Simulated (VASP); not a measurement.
Here is a VASP 6.6.1 calculation.

INCAR

```
SYSTEM = Co
  PREC = Accurate
  ENCUT = 690
  EDIFF = 1E-6
  ISMEAR = -1
  SIGMA = 0.05
  LREAL = .False.
  LASPH = .True.
  NELM = 200
  ALGO = Normal
  ISIF = 2
  LWAVE = .False.
  LCHARG = .True.
  ISPIN = 2
  MAGMOM = 1.7 1.7 1.7
  LORBIT = 11
  LMAXMIX = 4
  GGA = PE
  LELF = .True.
  LVHAR = .True.
  NBANDS = 36
  GGA_COMPAT = .False.
```

File KPOINTS:

```
regular mesh
0
Gamma
  10 10 14
  0 0 0
```

File POSCAR:

```
Co
1.0
    3.7488755480      0.0000000000      0.0000000000
   -1.8744377740      3.2466214602      0.0000000000
    0.0000000000      0.0000000000      2.2884585505
Co
3
Direct
    0.0000000000      0.0000000000      0.0000000000
    0.3333333333      0.6666666667      0.5000000000
    0.6666666667      0.3333333333      0.5000000000
```

Potentials or basis: VASP PAW PBE potentials, release 64 (Co_sv).

Command:

```bash
$ cat potpaw_PBE.64/Co_sv/POTCAR > POTCAR
$ mpirun -np 1 vasp_std > vasp.out
```

Q: What does it give for the site moments?

A: Co +1.53, +1.52 (each value once) μB.

Q: Predict the pressure.

A: 51.3 GPa.

Q: What does it give for the net moment?

A: 4.44 μB per cell.

Caveat: the cell stands under pressure.
